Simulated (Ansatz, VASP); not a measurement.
**SiC in VASP and in Ansatz**

File POSCAR:

```
SiC
1.0
    4.2000000000      0.0000000000      0.0000000000
    0.0000000000      4.2000000000      0.0000000000
    0.0000000000      0.0000000000      4.2000000000
Si C
1 1
Direct
    0.0000000000      0.0000000000      0.0000000000
    0.2195328583      0.1317197150      0.0987897862
```

The input INCAR.step1:

```
PREC     = Accurate       # precision mode
ENCUT    = 660            # plane-wave cutoff, eV
ISMEAR   = -1             # smearing method
SIGMA    = 0.3            # smearing width, eV
LREAL    = False          # projectors in reciprocal space
LASPH    = True           # aspherical terms in the spheres
NELM     = 120            # most SCF steps
NBANDS   = 11             # bands
GGA      = PE             # functional
ALGO     = Normal         # electronic algorithm
EDIFF    = 1E-5           # SCF threshold, eV
LWAVE    = True           # write WAVECAR
LCHARG   = False          # write CHGCAR
GGA_COMPAT= False
```

The input INCAR.step2:

```
PREC     = Accurate       # precision mode
ENCUT    = 660            # plane-wave cutoff, eV
EDIFF    = 1E-6           # SCF threshold, eV
ISMEAR   = -1             # smearing method
SIGMA    = 0.3            # smearing width, eV
LREAL    = False          # projectors in reciprocal space
LASPH    = True           # aspherical terms in the spheres
NELM     = 120            # most SCF steps
ALGO     = Normal         # electronic algorithm
ISIF     = 2              # what is computed and relaxed
LWAVE    = False          # write WAVECAR
LCHARG   = False          # write CHGCAR
METAGGA  = R2SCAN         # meta-GGA
LMIXTAU  = True         
NBANDS   = 11             # bands
ISTART   = 1            
GGA_COMPAT= False
```

Contents of KPOINTS:

```
Automatic mesh
0
Gamma
  1 1 1
```

Input for Ansatz:

```yaml
crystal:
  lattice:
    - [4.2, 0, 0]
    - [0, 4.2, 0]
    - [0, 0, 4.2]
  atoms:
    - { symbol: Si, position: [0, 0, 0] }
    - { symbol: C, position: [0.2195328582857, 0.1317197149714, 0.09878978622857] }
kpoints:
  mp_grid: { grid: [1, 1, 1], shift: [0, 0, 0] }
hamiltonian:
  xc: r2scan
  pseudopotentials:
    kind: all_electron
    relativity: scalar
    datasets: crystal
    dataset_error: "0.05 meV"
magnetization:
  spin_polarized: false
output:
  forces: true
  stress: true
scf:
  lower_state_search: "off"
  max_iter: 150
  occupations: { method: fermi_dirac, width: "0.3 eV" }
  convergence: { dr2_threshold: "1e-9 eV" }
```

Alike in both runs: task single point; functional r2SCAN; k mesh 1 × 1 × 1; no spin polarisation.

|  | VASP | Ansatz |
| --- | --- | --- |
| version | VASP 6.6.1 | Ansatz 0.2 development build |
| potentials or method | VASP PAW PBE potentials, release 64 (Si, C), cutoff 660 eV | all-electron unfrozen PAW, scalar-relativistic |
| occupations | fermi-dirac, width 0.3 eV | fermi-dirac |

```csv
,VASP,Ansatz,Ansatz less VASP
rms of the force components (eV/Å),35.238,35.668,+0.4291
```

VASP's potentials were made for PBE, not for r2SCAN. Atom by atom the forces differ by 0.430 eV/Å (rms over components). Ansatz ran all-electron here, and VASP with PAW potentials.

The k mesh is coarse, so the values compare programs but aren't converged.
